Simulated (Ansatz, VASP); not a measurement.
## GaSb: VASP beside Ansatz

```xyz
2
Lattice="0.0000 3.0349 3.0349 3.0349 0.0000 3.0349 3.0349 3.0349 0.0000" Properties=species:S:1:pos:R:3 pbc="T T T"
Ga    0.0000    0.0000    0.0000
Sb    1.5175    1.5175    1.5175
```

Alike in both runs: task single point; functional r2SCAN; k mesh 6 × 6 × 6; occupations fermi-dirac, width 0.02 eV; no spin polarisation.

```csv
,VASP,Ansatz
version,VASP 6.6.1,Ansatz 0.2.0
potentials or method,"VASP PAW PBE potentials, release 64 (Ga_d, Sb_d_GW)","plane waves, PAW"
plane-wave cutoff (eV),550,500
valence electrons in the cell,28,28
```

```tsv
	VASP	Ansatz	Ansatz less VASP
pressure (GPa)	1.8	1.7	-0.01
```

VASP's potentials were made for PBE, not for r2SCAN. The functional is the same, so the differences come from potentials, cutoffs and numerics.

Neither program's run includes spin-orbit coupling.
